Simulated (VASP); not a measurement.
# Be (C2/c) in VASP: a series of runs, part 2 of 2

VASP 6.6.1. The steps go on from the part before.

### 3 Single point, LDA (7.85 Å³/atom)

This run uses another cell than the first one, of 7.85 Å³/atom.

Input file INCAR:

```
ALGO = Normal ; EDIFF = 1E-6
ENCUT = 520 ; GGA = CA
ISIF = 2 ; ISMEAR = -1
LASPH = True ; LCHARG = True
LELF = True ; LREAL = False
LVHAR = True ; LWAVE = False
NBANDS = 9 ; NELM = 60
PREC = Accurate ; SIGMA = 0.1
```

Input file KPOINTS:

```
k-points
0
Gamma
  30 30 15
```

Input file POSCAR:

```
Be
1.0
   -1.5200011363      1.2462341796      1.1120970959
    1.2462341796     -1.5200011363      1.1120970959
    2.7509778512      2.7509778512     -1.6135017786
Be
2
Direct
    0.9583948535      0.0416051465      0.0000000000
    0.7916051465      0.2083948535      0.5000000000
```

Potentials or basis: VASP PAW LDA potentials, release 64 (Be).

Started as:

```console
$ cat potpaw_LDA.64/Be/POTCAR > POTCAR
$ mpirun -np 1 vasp_std > vasp.out
```

OUTCAR:

```text
EDIFF = 1E-6
   ENCUT = 520
   GGA = CA
   ISIF = 2
   ISMEAR = -1
   LASPH = True
   LREAL = False
   NELM = 60
   PREC = Accurate

 ion  position               nearest neighbor table
   1  0.958  0.042  0.000-   2 2.20   2 2.20   2 2.20   2 2.20   2 2.21   2 2.21
   2  0.792  0.208  0.500-   1 2.20   1 2.20   1 2.20   1 2.20   1 2.21   1 2.21

  Warning from LATTYP: Got some problem with cell dimensions!
  Tried to take original basis but could not verify dimensions!
  LATTYP: Found a base centered monoclinic cell.
 ALAT       =     2.2576395851
[... 484 lines left out ...]

  FORCE on cell =-STRESS in cart. coord.  units (eV):
  Direction    XX          YY          ZZ          XY          YZ          ZX
  --------------------------------------------------------------------------------------
  -------------------------------------------------------------------------------------
  Total       -0.4380498     -0.4380498     -0.4283249     -0.0048853     -0.0048441     -0.0048441
  in kB      -44.6917298    -44.6917298    -43.6995497     -0.4984143     -0.4942119     -0.4942118
  external PRESSURE =     -44.3610031 kB  Pullay stress =       0.0000000 kB

 VOLUME and BASIS-vectors are now :
 -----------------------------------------------------------------------------
  energy-cutoff  :      520.00
  volume of cell :       15.70
      direct lattice vectors                 reciprocal lattice vectors
    -1.520001136  1.246234180  1.112097096    -0.038642044  0.322860100  0.484584267
     1.246234180 -1.520001136  1.112097096     0.322860100 -0.038642044  0.484584267
     2.750977851  2.750977851 -1.613501779     0.195895709  0.195895709  0.048224002

 POSITION                                       TOTAL-FORCE (eV/Angst)
 -----------------------------------------------------------------------------------
     -1.40491      1.13114      1.11210         0.000488     -0.000488      0.000000
      0.43196      2.04525      0.30535        -0.000488      0.000488     -0.000000
 -----------------------------------------------------------------------------------
    total drift:                                0.000000     -0.000000      0.000000

  FREE ENERGIE OF THE ION-ELECTRON SYSTEM (eV)
  ---------------------------------------------------
  free  energy   TOTEN  =        -8.4149738606 eV

  energy  without entropy=       -8.4112304806  energy(sigma->0) =       -8.41310217
```

OSZICAR:

```text
N       E                     dE             d eps       ncg     rms          rms(c)
DAV:   1    -0.398035297161E+01   -0.39804E+01   -0.19320E+03 63608   0.367E+02
DAV:   2    -0.841103961743E+01   -0.44307E+01   -0.43293E+01 89853   0.479E+01
DAV:   3    -0.846504803787E+01   -0.54008E-01   -0.53729E-01 69267   0.378E+00
DAV:   4    -0.846510261322E+01   -0.54575E-04   -0.54574E-04 76340   0.111E-01
DAV:   5    -0.846510261948E+01   -0.62564E-08   -0.65297E-08 68015   0.146E-03    0.123E+00
DAV:   6    -0.843090107570E+01    0.34202E-01   -0.22842E-03 69320   0.302E-01    0.741E-01
DAV:   7    -0.841498220266E+01    0.15919E-01   -0.38397E-03 72451   0.382E-01    0.183E-02
DAV:   8    -0.841497477607E+01    0.74266E-05   -0.11661E-05 68618   0.267E-02    0.504E-03
DAV:   9    -0.841497386056E+01    0.91551E-06   -0.48251E-07 65159   0.532E-03
   1 F= -.84149739E+01 E0= -.84131022E+01  d E =-.374338E-02
```

stdout:

```text
POSCAR found type information on POSCAR Be
 POSCAR found :  1 types and       2 ions
 scaLAPACK will be used
 LDA part: xc-table for (Slater(with rela. corr.)+CA(PZ))
 , standard interpolation
 POSCAR, INCAR and KPOINTS ok, starting setup
 FFT: planning ... GRIDC
 FFT: planning ... GRID_SOFT
 FFT: planning ... GRID
 WAVECAR not read
 entering main loop
```

Wall time 4.4 min (1 thread of Intel Xeon Platinum 8488C (Sapphire Rapids), shared host); peak memory 0.49 GiB.

What came out:

* Free energy: -8.4150 eV
* Pressure: -4.4 GPa
* Band gap on the k mesh: zero (bands 2 and 3 overlap by 2.15 eV)

Stress tensor (GPa, compression positive):
```
-4.47 -0.05 -0.05
-0.05 -4.47 -0.05
-0.05 -0.05 -4.37
```

Caveat: the cell stands under tension.

### 4 Single point, LDA (7.25 Å³/atom)

This run uses another cell than the first one, of 7.25 Å³/atom.

Input file INCAR:

```
SYSTEM = Be
ALGO = Normal
EDIFF = 1E-7
ENCUT = 520
ISIF = 2
ISMEAR = -1
LASPH = .TRUE.
LCHARG = .FALSE.
LREAL = .FALSE.
LWAVE = .FALSE.
NBANDS = 9
NELM = 100
PREC = Accurate
SIGMA = 0.1
```

Input file KPOINTS:

```
k-points
0
G
  30 30 15
  0 0 0
```

Input file POSCAR:

```
Be
1.0
   -1.4799823764      1.2134231867      1.0828176791
    1.2134231867     -1.4799823764      1.0828176791
    2.6785497987      2.6785497987     -1.5710213233
Be
2
Direct
    0.9583948535      0.0416051465      0.0000000000
    0.7916051465      0.2083948535      0.5000000000
```

Started as:

```console
$ cat potpaw_LDA.64/Be/POTCAR > POTCAR
$ mpirun -np 1 vasp_std > vasp.out
```

Run time: 6.8 min. Hardware: 1 thread of Oxide Virtual Turin-like, shared host; peak memory 0.42 GiB.

Results (log left out):

```yaml
Free_energy: -8.4103 eV
Pressure: 6.3 GPa
Band_gap_on_the_k_mesh: zero (bands 2 and 3 overlap by 2.25 eV)
```

Stress tensor (GPa, compression positive):
```
6.45 0.67 0.12
0.67 6.45 0.12
0.12 0.12 5.87
```

Levels at points of the mesh, in eV from the Fermi level:
```tsv
k point	band 1	band 2	band 3	band 4	band 5	band 6	band 7
(0.00, 0.00, 0.00)	-11.64	-4.74	1.57	16.87	16.88	19.89	19.89
(0.50, 0.00, 0.00)	-3.87	-3.86	1.98	1.99	12.67	12.67	16.31
(0.50, 0.50, 0.00)	-5.29	-3.14	3.81	6.84	7.39	9.93	10.95
```

Caveat: the cell stands under pressure.

### 5 Single point, LDA

Input file INCAR:

```
SYSTEM = Be
  PREC = Accurate
  ENCUT = 520
  EDIFF = 1E-7
  ISMEAR = -1
  SIGMA = 0.1
  LREAL = .False.
  LASPH = .True.
  NELM = 80
  ALGO = Normal
  ISIF = 2
  LWAVE = .False.
  LCHARG = .False.
  NBANDS = 9
```

Input file KPOINTS:

```
regular mesh
0
Gamma
  30 30 15
  0 0 0
```

Input file POSCAR:

```
Be
1.0
   -1.5002586272      1.2300474880      1.0976526415
    1.2300474880     -1.5002586272      1.0976526415
    2.7152468218      2.7152468218     -1.5925448380
Be
2
Direct
    0.9583948535      0.0416051465      0.0000000000
    0.7916051465      0.2083948535      0.5000000000
```

Potentials or basis: VASP PAW LDA potentials, release 64 (Be).

Started as:

```console
$ cat potpaw_LDA.64/Be/POTCAR > POTCAR
$ mpirun -np 1 vasp_std > vasp.out
```

OUTCAR:

```text
SYSTEM = Be
   PREC = Accurate
   ENCUT = 520
   EDIFF = 1E-7
   ISMEAR = -1
   LREAL = .False.
   LASPH = .True.
   NELM = 80
   ISIF = 2

 ion  position               nearest neighbor table
   1  0.958  0.042  0.000-   2 2.18   2 2.18   2 2.18   2 2.18   2 2.18   2 2.18
   2  0.792  0.208  0.500-   1 2.18   1 2.18   1 2.18   1 2.18   1 2.18   1 2.18

  Warning from LATTYP: Got some problem with cell dimensions!
  Tried to take original basis but could not verify dimensions!
  LATTYP: Found a base centered monoclinic cell.
 ALAT       =     2.2283162713
 B/A-ratio  =     1.7328042645
 C/A-ratio  =     1.5751560001
 COS(beta)  =    -0.0002418322

[... 480 lines left out ...]

  FORCE on cell =-STRESS in cart. coord.  units (eV):
  Direction    XX          YY          ZZ          XY          YZ          ZX
  --------------------------------------------------------------------------------------
  -------------------------------------------------------------------------------------
  Total        0.0491282      0.0491282      0.0290152      0.0265759      0.0028583      0.0028583
  in kB        5.2127604      5.2127604      3.0786700      2.8198479      0.3032835      0.3032835
  external PRESSURE =       4.5013970 kB  Pullay stress =       0.0000000 kB

 VOLUME and BASIS-vectors are now :
 -----------------------------------------------------------------------------
  energy-cutoff  :      520.00
  volume of cell :       15.10
      direct lattice vectors                 reciprocal lattice vectors
    -1.500258627  1.230047488  1.097652642    -0.039150551  0.327108747  0.490961107
     1.230047488 -1.500258627  1.097652642     0.327108747 -0.039150551  0.490961107
     2.715246822  2.715246822 -1.592544838     0.198473580  0.198473580  0.048858601

 POSITION                                       TOTAL-FORCE (eV/Angst)
 -----------------------------------------------------------------------------------
     -1.38666      1.11645      1.09765         0.000447     -0.000447      0.000000
      0.42635      2.01869      0.30138        -0.000447      0.000447     -0.000000
 -----------------------------------------------------------------------------------
    total drift:                                0.000000     -0.000000      0.000000

  FREE ENERGIE OF THE ION-ELECTRON SYSTEM (eV)
  ---------------------------------------------------
  free  energy   TOTEN  =        -8.4227106835 eV

  energy  without entropy=       -8.4190093664  energy(sigma->0) =       -8.42086002
```

OSZICAR:

```text
N       E                     dE             d eps       ncg     rms          rms(c)
DAV:   1    -0.391405862204E+01   -0.39141E+01   -0.19508E+03 63776   0.368E+02
DAV:   2    -0.842807758934E+01   -0.45140E+01   -0.44290E+01 88996   0.492E+01
DAV:   3    -0.848001767817E+01   -0.51940E-01   -0.51690E-01 69169   0.376E+00
DAV:   4    -0.848006431928E+01   -0.46641E-04   -0.46640E-04 76450   0.105E-01
DAV:   5    -0.848006432496E+01   -0.56755E-08   -0.52953E-08 68272   0.134E-03    0.127E+00
DAV:   6    -0.844074984642E+01    0.39314E-01   -0.26538E-03 69297   0.338E-01    0.770E-01
DAV:   7    -0.842271981996E+01    0.18030E-01   -0.43322E-03 72168   0.422E-01    0.203E-02
DAV:   8    -0.842271174859E+01    0.80714E-05   -0.12458E-05 68473   0.276E-02    0.538E-03
DAV:   9    -0.842271068973E+01    0.10589E-05   -0.55456E-07 74393   0.567E-03    0.592E-04
DAV:  10    -0.842271068345E+01    0.62842E-08   -0.11713E-09 42797   0.278E-04
   1 F= -.84227107E+01 E0= -.84208600E+01  d E =-.370132E-02
```

It took 6.3 min on 1 thread of Oxide Virtual Turin-like, shared host; peak memory 0.44 GiB.

What came out:

```
Free energy            : -8.4227 eV
Pressure               : 0.5 GPa
Band gap on the k mesh : zero (bands 2 and 3 overlap by 2.20 eV)
```

Stress tensor (GPa, compression positive):
```
0.52 0.28 0.03
0.28 0.52 0.03
0.03 0.03 0.31
```

### 6 Summary

| cell | gap on the mesh (eV) | pressure (GPa) |
| --- | --- | --- |
| a = 2.229, b = 2.229, c = 4.157 Å, angles 105.5, 105.5, 120.0°, 2 atoms | none | 0.5 |
| a = 2.258, b = 2.258, c = 4.212 Å, angles 105.5, 105.5, 120.0°, 2 atoms | none | -4.4 |
| a = 2.199, b = 2.199, c = 4.101 Å, angles 105.5, 105.5, 120.0°, 2 atoms | none | 6.3 |

Alike in all rows: task single point; level LDA; potentials or basis VASP PAW LDA potentials, release 64 (Be); no spin polarisation; k mesh 30 × 30 × 15; cutoff (eV) 520; smearing fermi-dirac 0.1 eV.

Caveats: the cell stands under tension (at least some runs); the cell stands under pressure (at least some runs).

Absolute energies hang on the potentials; compare differences alone.
